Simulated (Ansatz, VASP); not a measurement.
One calculation of Zn, two programs

```xyz
2
Lattice="0.0000 2.8618 2.8618 2.8618 0.0000 2.8618 2.8618 2.8618 0.0000" Properties=species:S:1:pos:R:3 pbc="T T T"
Zn    0.7154    0.7154    0.7154
Zn    5.0081    5.0081    5.0081
```

Alike in both runs: task single point; functional RPBE; k mesh 10 × 10 × 10; occupations fermi-dirac, width 0.1 eV; no spin polarisation.

|  | VASP | Ansatz |
| --- | --- | --- |
| version | VASP 6.6.1 | Ansatz 0.2.0 |
| potentials or method | VASP PAW PBE potentials, release 64 (Zn), cutoff 520 eV | plane waves (420 eV) with PAW, scalar-relativistic |
| valence electrons in the cell | 24 | 24 |

```csv
,VASP,Ansatz,Ansatz less VASP
pressure (GPa),3.6,3.4,-0.20
```

VASP's potentials were made for PBE, not for RPBE. With one functional, cell and mesh, what is left measures potentials, basis and numerics.
